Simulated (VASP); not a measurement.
# BH3 (P2_1/c) in VASP: electric field gradients with r2SCAN

Aim: the electric field gradients of BH3 with r2SCAN.

Everything below comes from runs of VASP 6.6.1. Logs are shortened: lines on timing, memory, paths and dates and some standing lists are left out, and cuts for length are marked.

## Step 1: The cell of the first run

It takes space group P2_1/c (No. 14, monoclinic). The conventional cell has a = 4.291 Å, b = 6.189 Å, c = 6.193 Å, α = 90.00°, β = 116.54°, γ = 90.00°. B (site symmetry 1) has 4 H at 1.19 to 1.32 Å within 1.6 Å. H (site symmetry 1) has 1 B at 1.19 Å within 1.6 Å. Within 1.6 Å of H (site symmetry 1) lie 1 B at 1.19 Å. Within 1.8 Å of H (site symmetry 1) lie 2 B at 1.32 Å.

## Step 2: Electric field gradients, r2SCAN

POSCAR reads:

```
BH3
1.0
    4.2905961820      0.0000000000      0.0000000000
    0.0000000000      6.1890635900      0.0000000000
   -2.7669789761      0.0000000000      5.5407877021
B H
4 12
Direct
    0.8575141900      0.4561902300      0.3553762900
    0.1424858100      0.9561902300      0.1446237100
    0.1424858100      0.5438097700      0.6446237100
    0.8575141900      0.0438097700      0.8553762900
    0.6132241000      0.3488219500      0.3286753700
    0.3867759000      0.8488219500      0.1713246300
    0.3867759000      0.6511780500      0.6713246300
    0.6132241000      0.1511780500      0.8286753700
    0.9121887900      0.5047556900      0.1896302900
    0.0878112100      0.0047556900      0.3103697100
    0.0878112100      0.4952443100      0.8103697100
    0.9121887900      0.9952443100      0.6896302900
    0.1411187800      0.3686134900      0.5240503300
    0.8588812200      0.8686134900      0.9759496700
    0.8588812200      0.6313865100      0.4759496700
    0.1411187800      0.1313865100      0.0240503300
```

INCAR.step1 reads:

```
SYSTEM = BH3
PREC = Accurate ; ENCUT = 520
ISMEAR = -1 ; SIGMA = 0.02
LREAL = Auto ; LASPH = .True.
NELM = 100 ; NBANDS = 26
GGA = PE ; ALGO = Normal
EDIFF = 1E-4 ; LWAVE = .True.
LCHARG = .False.
```

INCAR.step2 reads:

```
SYSTEM = BH3
PREC = Accurate ; ENCUT = 520
EDIFF = 1E-8 ; ISMEAR = -1
SIGMA = 0.02 ; LREAL = Auto
LASPH = .True. ; NELM = 100
ALGO = Normal ; ISIF = 2
LWAVE = .False. ; LCHARG = .False.
METAGGA = R2SCAN ; LMIXTAU = .True.
LEFG = .True. ; NBANDS = 26
ISTART = 1
```

KPOINTS reads:

```
Automatic mesh
0
Gamma
  7 5 5
  0 0 0
```

Potentials or basis: VASP PAW PBE potentials, release 64 (B, H).

Started as:

```bash
$ cat potpaw_PBE.64/B/POTCAR potpaw_PBE.64/H/POTCAR > POTCAR
$ cp INCAR.step1 INCAR
$ mpirun -np 1 vasp_std > vasp.out
$ cp INCAR.step2 INCAR
$ mpirun -np 1 vasp_std > vasp.out
```

OUTCAR:

```text
SYSTEM = BH3
   PREC = Accurate
   ENCUT = 520
   EDIFF = 1E-8
   ISMEAR = -1
   LREAL = Auto
   LASPH = .True.
   NELM = 100
   ISIF = 2
   METAGGA = R2SCAN
   ISTART = 1

 ion  position               nearest neighbor table
   1  0.858  0.456  0.355-   5 1.19   9 1.19  15 1.32  13 1.32   3 1.74
   2  0.142  0.956  0.145-   6 1.19  10 1.19  16 1.32  14 1.32   4 1.74
   3  0.142  0.544  0.645-   7 1.19  11 1.19  13 1.32  15 1.32   1 1.74
   4  0.858  0.044  0.855-   8 1.19  12 1.19  14 1.32  16 1.32   2 1.74
   5  0.613  0.349  0.329-   1 1.19
   6  0.387  0.849  0.171-   2 1.19
   7  0.387  0.651  0.671-   3 1.19
   8  0.613  0.151  0.829-   4 1.19
   9  0.912  0.505  0.190-   1 1.19
  10  0.088  0.005  0.310-   2 1.19
  11  0.088  0.495  0.810-   3 1.19
  12  0.912  0.995  0.690-   4 1.19
  13  0.141  0.369  0.524-   3 1.32   1 1.32
  14  0.859  0.869  0.976-   4 1.32   2 1.32
  15  0.859  0.631  0.476-   1 1.32   3 1.32
  16  0.141  0.131  0.024-   2 1.32   4 1.32

  LATTYP: Found a simple monoclinic cell.
 ALAT       =     4.2905961820
 B/A-ratio  =     1.4424717050
 C/A-ratio  =     1.3393137269
 COS(beta)  =    -0.2651403996

  Lattice vectors:

 A1 = (   4.2905961820,   0.0000000000,   0.0000000000)
 A2 = (   0.0000000000,  -6.1890635900,   0.0000000000)
 A3 = (  -1.5236172059,   0.0000000000,  -5.5407877021)

Analysis of symmetry for initial positions (statically):
=====================================================================
 Subroutine PRICEL returns:
 Original cell was already a primitive cell.

 Routine SETGRP: Setting up the symmetry group for a
 simple monoclinic supercell.

 Subroutine GETGRP returns: Found  4 space group operations
 (whereof  2 operations were pure point group operations)
 out of a pool of  4 trial point group operations.

The static configuration has the point symmetry S_2 .
 The point group associated with its full space group is C_2h.

Analysis of symmetry for dynamics (positions and initial velocities):
=====================================================================
 Subroutine PRICEL returns:
 Original cell was already a primitive cell.
[... 842 lines left out ...]

------------------------ aborting loop because EDIFF is reached ----------------------------------------

  FORCE on cell =-STRESS in cart. coord.  units (eV):
  Direction    XX          YY          ZZ          XY          YZ          ZX
  --------------------------------------------------------------------------------------
  -------------------------------------------------------------------------------------
  Total       -0.0118803      0.0297938      0.0391590      0.0000000      0.0000000      0.0430313
  in kB       -0.1293674      0.3244306      0.4264112      0.0000000      0.0000000      0.4685768
  external PRESSURE =       0.2071581 kB  Pullay stress =       0.0000000 kB

 VOLUME and BASIS-vectors are now :
 -----------------------------------------------------------------------------
  energy-cutoff  :      520.00
  volume of cell :      147.13
      direct lattice vectors                 reciprocal lattice vectors
     4.290596182  0.000000000  0.000000000     0.233067844  0.000000000  0.116390278
     0.000000000  6.189063590  0.000000000     0.000000000  0.161575331  0.000000000
    -2.766978976  0.000000000  5.540787702     0.000000000  0.000000000  0.180479754

 POSITION                                       TOTAL-FORCE (eV/Angst)
 -----------------------------------------------------------------------------------
      2.69593      2.82339      1.96906         0.003062      0.003871     -0.006259
      0.21118      5.91792      0.80133        -0.003062      0.003871      0.006259
     -1.17231      3.36567      3.57172        -0.003062     -0.003871      0.006259
      1.31244      0.27114      4.73946         0.003062     -0.003871     -0.006259
      1.72166      2.15888      1.82112        -0.003663     -0.007472      0.002943
      1.18545      5.25341      0.94927         0.003663     -0.007472     -0.002943
[... 8 lines left out ...]
      2.36817      3.90769      2.63714         0.013388     -0.005801      0.002805
      0.53894      0.81316      0.13326        -0.013388     -0.005801     -0.002805
 -----------------------------------------------------------------------------------
    total drift:                               -0.000000     -0.000000      0.000000

  FREE ENERGIE OF THE ION-ELECTRON SYSTEM (eV)
  ---------------------------------------------------
  free  energy   TOTEN  =       -71.5451839722 eV

  energy  without entropy=      -71.5451839722  energy(sigma->0) =      -71.54518397

 Electric field gradients (V/A^2)
---------------------------------------------------------------------
 ion       V_xx      V_yy      V_zz      V_xy      V_xz      V_yz
---------------------------------------------------------------------
   1      -9.957    15.673    -5.716   -26.260    10.936     0.750
   2      -9.957    15.673    -5.716    26.260    10.936    -0.750
   3      -9.957    15.673    -5.716   -26.260    10.936     0.750
   4      -9.957    15.673    -5.716    26.260    10.936    -0.750
   5      10.255    -0.369    -9.886    13.715     3.365     2.261
   6      10.255    -0.369    -9.886   -13.715     3.365    -2.261
[... 8 lines left out ...]
  15      -6.544     1.420     5.124    -6.784     6.134     4.040
  16      -6.544     1.420     5.124     6.784     6.134    -4.040
---------------------------------------------------------------------

 Electric field gradients after diagonalization (V/A^2)
 (convention: |V_zz| > |V_xx| > |V_yy|)
----------------------------------------------------------------------
 ion       V_xx      V_yy      V_zz     asymmetry (V_yy - V_xx)/ V_zz
----------------------------------------------------------------------
   1     -30.244    -2.555    32.798       0.844
   2     -30.244    -2.555    32.798       0.844
   3     -30.244    -2.555    32.798       0.844
   4     -30.244    -2.555    32.798       0.844
   5     -10.434    -9.763    20.197       0.033
   6     -10.434    -9.763    20.197       0.033
[... 8 lines left out ...]
  15       8.099     5.241   -13.341       0.214
  16       8.099     5.241   -13.341       0.214
----------------------------------------------------------------------

           NMR quadrupolar parameters

 Cq : quadrupolar parameter    Cq=e*Q*V_zz/h
 eta: asymmetry parameters     (V_yy - V_xx)/ V_zz
 Q  : nuclear electric quadrupole moment in mb (millibarn)
----------------------------------------------------------------------
 ion       Cq(MHz)       eta       Q (mb)
----------------------------------------------------------------------
   1       0.079       0.844       1.000
   2       0.079       0.844       1.000
   3       0.079       0.844       1.000
   4       0.079       0.844       1.000
   5       0.049       0.033       1.000
   6       0.049       0.033       1.000
[... 8 lines left out ...]
  15      -0.032       0.214       1.000
  16      -0.032       0.214       1.000
----------------------------------------------------------------------
```

OSZICAR.step1:

```text
N       E                     dE             d eps       ncg     rms          rms(c)
DAV:   1     0.224201279312E+02    0.22420E+02   -0.91815E+03  2808   0.741E+02
DAV:   2    -0.692328995814E+02   -0.91653E+02   -0.88197E+02  3456   0.143E+02
DAV:   3    -0.739256161081E+02   -0.46927E+01   -0.46709E+01  3782   0.314E+01
DAV:   4    -0.739575168763E+02   -0.31901E-01   -0.31886E-01  3558   0.290E+00
DAV:   5    -0.739578394132E+02   -0.32254E-03   -0.32250E-03  3846   0.274E-01    0.129E+01
DAV:   6    -0.693781421254E+02    0.45797E+01   -0.35807E+00  3236   0.754E+00    0.720E+00
DAV:   7    -0.679593976224E+02    0.14187E+01   -0.32824E+00  3546   0.705E+00    0.170E+00
DAV:   8    -0.679539585359E+02    0.54391E-02   -0.24437E-01  3278   0.229E+00    0.305E-01
DAV:   9    -0.679537143984E+02    0.24414E-03   -0.21240E-02  3490   0.682E-01    0.186E-01
DAV:  10    -0.679548940314E+02   -0.11796E-02   -0.24353E-03  3332   0.231E-01    0.670E-02
DAV:  11    -0.679550948648E+02   -0.20083E-03   -0.62244E-04  3466   0.130E-01    0.254E-02
DAV:  12    -0.679550768235E+02    0.18041E-04   -0.10121E-04  2128   0.489E-02
   1 F= -.67955077E+02 E0= -.67955077E+02  d E =-.689882E-11
```

It took 9.1 min on 1 thread of Intel Xeon 6975P-C (Granite Rapids), shared host; peak memory 0.33 GiB.

What came out:

| Property | Result |
| --- | --- |
| Free energy | -71.5452 eV |
| Pressure | 0.0 GPa |
| Largest force | 0.015 eV/Å |
| Band gap on the k mesh | 5.85 eV, indirect (least direct gap 5.94 eV) |

Forces in eV/Å, atoms in the order of the input:
```
B    0.003  0.004 -0.006
B   -0.003  0.004  0.006
B   -0.003 -0.004  0.006
B    0.003 -0.004 -0.006
H   -0.004 -0.007  0.003
H    0.004 -0.007 -0.003
H    0.004  0.007 -0.003
H   -0.004  0.007  0.003
H   -0.005  0.007 -0.006
H    0.005  0.007  0.006
H    0.005 -0.007  0.006
H   -0.005 -0.007 -0.006
H   -0.013  0.006 -0.003
H    0.013  0.006  0.003
H    0.013 -0.006  0.003
H   -0.013 -0.006 -0.003
```

Levels at points of the mesh, in eV from the valence-band top:
```
           k point  band 9  band 10  band 11  band 12  band 13  band 14  band 15  band 16
(0.00, 0.00, 0.00)   -1.61    -1.46    -0.37    -0.01     5.93     7.13     8.57     8.73
```

Electric field gradients, principal values (V/Å²):
| atom | least | middle | greatest (by size) |
| --- | --- | --- | --- |
| 1 B | -2.555 | -30.244 | 32.798 |
| 2 B | -2.555 | -30.244 | 32.798 |
| 3 B | -2.555 | -30.244 | 32.798 |
| 4 B | -2.555 | -30.244 | 32.798 |
| 5 H | -9.763 | -10.434 | 20.197 |
| 6 H | -9.763 | -10.434 | 20.197 |
| 7 H | -9.763 | -10.434 | 20.197 |
| 8 H | -9.763 | -10.434 | 20.197 |
| 9 H | -9.499 | -10.457 | 19.956 |
| 10 H | -9.499 | -10.457 | 19.956 |
| 11 H | -9.499 | -10.457 | 19.956 |
| 12 H | -9.499 | -10.457 | 19.956 |
| 13 H | 5.241 | 8.099 | -13.341 |
| 14 H | 5.241 | 8.099 | -13.341 |
| 15 H | 5.241 | 8.099 | -13.341 |
| 16 H | 5.241 | 8.099 | -13.341 |

Caveat: without QUAD_EFG the Cq values of the log hold for a quadrupole moment of 1 mb, not for the nuclei; the PAW data sets were made with another functional, which shifts forces and pressure a little.
